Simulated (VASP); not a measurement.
Here is a VASP 6.6.1 calculation.

File INCAR:

```
SYSTEM = MgO
PREC     = Accurate       ! precision mode
ENCUT    = 520            ! plane-wave cutoff, eV
EDIFF    = 1E-6           ! SCF threshold, eV
ISMEAR   = -1             ! smearing method
SIGMA    = 0.02           ! smearing width, eV
LREAL    = .FALSE.        ! projectors in reciprocal space
LASPH    = .TRUE.         ! aspherical terms in the spheres
NELM     = 60             ! most SCF steps
ALGO     = Normal         ! electronic algorithm
ISIF     = 2              ! what is computed and relaxed
LWAVE    = .FALSE.        ! write WAVECAR
LCHARG   = .FALSE.        ! write CHGCAR
GGA      = PE             ! functional
NBANDS   = 11             ! bands
```

The input KPOINTS:

```
Automatic mesh
0
G
  10 10 10
  0 0 0
```

Contents of POSCAR:

```
MgO
1.0
    0.0000000000      2.1021674167      2.1021674167
    2.1021674167      0.0000000000      2.1021674167
    2.1021674167      2.1021674167      0.0000000000
Mg O
1 1
Direct
    0.0000000000      0.0000000000      0.0000000000
    0.5000000000      0.5000000000      0.5000000000
```

Potentials or basis: VASP PAW PBE potentials, release 64 (Mg, O).

The run is started by

```bash
$ cat potpaw_PBE.64/Mg/POTCAR potpaw_PBE.64/O/POTCAR > POTCAR
$ mpirun -np 1 vasp_std > vasp.out
```

Predict the band gap on the k mesh.

4.78 eV.

What does it give for the pressure?

4.9 GPa.

Caveat: the cell stands under pressure.
